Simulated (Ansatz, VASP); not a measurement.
Ir: VASP beside Ansatz

The input INCAR:

```
SYSTEM = Ir
ALGO = Normal
EDIFF = 1E-6
EDIFFG = -0.01
ENCUT = 600
GGA = PE
IBRION = 2
ISIF = 3
ISMEAR = 0
LASPH = .TRUE.
LCHARG = .FALSE.
LREAL = .FALSE.
LWAVE = .FALSE.
NELM = 100
NSW = 100
PREC = Accurate
SIGMA = 0.1
```

Contents of KPOINTS:

```
k-points
0
G
  18 18 18
  0 0 0
```

Contents of POSCAR:

```
Ir
1.0
    0.0000000000      2.3101968896      4.9313380910
    1.3479244399      0.0000000000      4.9313380910
    1.3479244399      2.3101968896      0.0000000000
Ir
2
Direct
    0.8720676487      0.8720676487      0.1279323513
    0.1279323513      0.1279323513      0.8720676487
```

Input for Ansatz:

```yaml
crystal:
  lattice:
    - [0.0, 2.3101968896, 4.931338091]
    - [1.3479244399, 0.0, 4.931338091]
    - [1.3479244399, 2.3101968896, 0.0]
  atoms:
    - { symbol: Ir, position: [0.8720676487, 0.8720676487, 0.1279323513] }
    - { symbol: Ir, position: [0.1279323513, 0.1279323513, 0.8720676487] }
basis:
  ecutwfc: 420
kpoints:
  mp_grid: { grid: [18, 18, 18] }
hamiltonian:
  xc: pbe
scf:
  occupations: { method: gaussian, width: 0.1 }
output:
  forces: true
  stress: true
  eigenvalues: true
relax:
  adjacent_minimum: "off"
  f_tol: 0.01
  max_steps: 80
  cell: { stress_tol: 0.05 }
```

Alike in both runs: task relaxation of cell and atoms; functional PBE; k mesh 18 × 18 × 18; occupations gaussian, width 0.1 eV; no spin polarisation.

|  | VASP | Ansatz |
| --- | --- | --- |
| version | VASP 6.6.1 | Ansatz 0.2.0 |
| potentials or method | VASP PAW PBE potentials, release 64 (Ir), cutoff 600 eV | scalar-relativistic, plane waves, PAW |
| valence electrons in the cell | 18 | 34 |

|  | VASP | Ansatz | Ansatz less VASP |
| --- | --- | --- | --- |
| gap on the k mesh at the Fermi level, each at its own relaxed structure (eV) | none | none | - |
| relaxed volume (Å³/atom) | 15.36 | 15.34 | -0.019 |
| relaxed cell length with the largest relative difference (Å) | 2.680 | 2.679 | -0.0011 |

A gap of «none» marks a metal or a gap that the smearing closes. VASP's potentials hold 18 valence electrons a cell and Ansatz's 34, so a difference there can come from the potentials and not from the codes.

Spin-orbit coupling is off throughout.
